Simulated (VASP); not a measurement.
**MgI2: single point with PBE**

The system is MgI2.

```
Mg I
1.0
     4.22951    0.00000    0.00000
    -2.11476    3.66287    0.00000
     0.00000    0.00000    7.85315
Mg I
1 2
Cartesian
  0.0000 0.0000 0.0000
  0.0000 2.4419 6.2922
  2.1148 1.2210 1.5610
```

| Property | Result |
| --- | --- |
| Program | VASP 6.6.1 |
| Task | single point |
| Functional | PBE |
| Potentials or basis | VASP PAW PBE potentials, release 64 (Mg, I) |
| Cutoff | 520 eV |
| k mesh | 6 × 6 × 4 |
| Occupations | gaussian, width 0.05 eV |
| Spin | no spin polarisation |

```yaml
Pressure: 1.2 GPa
Largest_force: 0.523 eV/Å
Band_gap_on_the_k_mesh: 3.78 eV, indirect (least direct gap 3.95 eV)
```

Forces on the atoms (eV/Å):
```
Mg   0.000  0.000  0.000
I    0.000  0.000 -0.523
I    0.000  0.000  0.523
```

Stress tensor (GPa, compression positive):
```
0.82 0.00 0.00
0.00 0.82 0.00
0.00 0.00 2.12
```

Levels at points of the mesh, in eV from the valence-band top:
```tsv
k point	band 5	band 6	band 7	band 8	band 9	band 10	band 11	band 12
(0.00, 0.00, 0.00)	-0.39	-0.06	-0.02	-0.02	3.93	4.88	6.61	6.61
(0.50, 0.00, 0.00)	-1.28	-1.17	-0.44	-0.33	3.78	5.64	6.12	7.57
(0.00, 0.00, 0.50)	-0.39	-0.39	-0.03	-0.03	4.44	4.89	6.58	6.58
(0.50, 0.00, 0.50)	-1.27	-1.01	-0.44	-0.36	3.79	5.67	6.02	6.69
```

Wall time 18 s on 1 thread of AMD EPYC 9R45 96-Core Processor (Zen 5) (shared host), peak memory 0.22 GiB.

Caveat: spin-orbit coupling is left out, which moves the levels of the heavy elements; this functional lacks dispersion, which binds the layers, so the pressure and a relaxed spacing across them are unreliable. A k mesh can miss the band edges.
